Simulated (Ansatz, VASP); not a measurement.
# MgS: VASP beside Ansatz

File INCAR:

```
PREC = Accurate
ENCUT = 600
EDIFF = 1E-6
ISMEAR = 0
SIGMA = 0.05
LREAL = F
LASPH = T
NELM = 120
ALGO = Normal
ISIF = 2
LWAVE = F
LCHARG = T
GGA = PS
LELF = T
LVHAR = T
NBANDS = 11
GGA_COMPAT = F
```

File KPOINTS:

```
Automatic mesh
0
Gamma
  8 8 8
```

The input POSCAR:

```
MgS
1.0
    0.0000000000      2.7317325000      2.6016500000
    2.7317325000      0.0000000000      2.6016500000
    2.7317325000      2.7317325000      0.0000000000
Mg S
1 1
Direct
    0.0000000000      0.0000000000      0.0000000000
    0.5000000000      0.5000000000      0.5000000000
```

Input for Ansatz:

```yaml
crystal:
  lattice:
    - [0.0, 2.7317325, 2.60165]
    - [2.7317325, 0.0, 2.60165]
    - [2.7317325, 2.7317325, 0.0]
  atoms:
    - { symbol: Mg, position: [0.0, 0.0, 0.0] }
    - { symbol: S, position: [0.5, 0.5, 0.5] }
basis:
  ecutwfc: 420
kpoints:
  mp_grid: { grid: [8, 8, 8] }
hamiltonian:
  xc: pbesol
scf:
  occupations: { method: gaussian, width: 0.05 }
output:
  forces: true
  stress: true
  eigenvalues: true
```

Change from the starting cell: strain +0.050 along x and y, +0.000 along z, atoms carried along.

Alike in both runs: task single point; functional PBEsol; k mesh 8 × 8 × 8; occupations gaussian, width 0.05 eV; no spin polarisation.

```csv
,VASP,Ansatz
version,VASP 6.6.1,Ansatz 0.2.0
potentials or method,"VASP PAW PBE potentials, release 64 (Mg, S), cutoff 600 eV","scalar-relativistic, plane waves, PAW"
valence electrons in the cell,8,16
```

```tsv
	VASP	Ansatz	Ansatz less VASP
gap on the k mesh at the Fermi level (eV)	2.32	2.32	+0.004
least direct gap on the mesh (eV)	2.81	2.82	+0.004
pressure (GPa)	-6.7	-6.6	+0.18
traceless stress, the component that is largest in VASP (GPa)	2.01	2.03	+0.020
```

VASP's potentials were made for PBE, not for PBEsol. The functional is the same, so the differences come from potentials, cutoffs and numerics. VASP's potentials hold 8 valence electrons a cell and Ansatz's 16, so a difference there can come from the potentials and not from the codes.
